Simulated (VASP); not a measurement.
A run of VASP 6.6.1 is set up as follows.

File INCAR:

```
SYSTEM = Sb
PREC = Accurate
ENCUT = 520
EDIFF = 1E-6
ISMEAR = 0
SIGMA = 0.1
LREAL = .FALSE.
LASPH = .TRUE.
NELM = 60
ALGO = Normal
ISIF = 2
LWAVE = .FALSE.
LCHARG = .FALSE.
GGA = PE
NBANDS = 12
```

KPOINTS

```
regular mesh
0
G
  8 8 8
  0 0 0
```

The input POSCAR:

```
Sb
1.0
    2.1397418462      1.2353805310      3.7327777635
   -2.1397418462      1.2353805310      3.7327777635
    0.0000000000     -2.4707610621      3.7327777635
Sb
2
Direct
    0.2334900000      0.2334900000      0.2334900000
    0.7665100000      0.7665100000      0.7665100000
```

Potentials or basis: VASP PAW PBE potentials, release 64 (Sb).

The run is started by

```sh
$ cat potpaw_PBE.64/Sb/POTCAR > POTCAR
$ mpirun -np 1 vasp_std > vasp.out
```

Question: Estimate the band gap on the k mesh.

Answer: Zero (band 5 reaches 7.64 eV, above the bottom of band 6 at 7.34 eV).

Question: Predict the largest force.

Answer: 0.312 eV/Å.

Question: What does it give for the pressure?

Answer: 4.1 GPa.

Stress tensor (GPa, compression positive):
```
4.41 0.00 0.00
0.00 4.41 0.00
0.00 0.00 3.49
```

Caveat: spin-orbit coupling is left out, which moves the levels of the heavy elements.
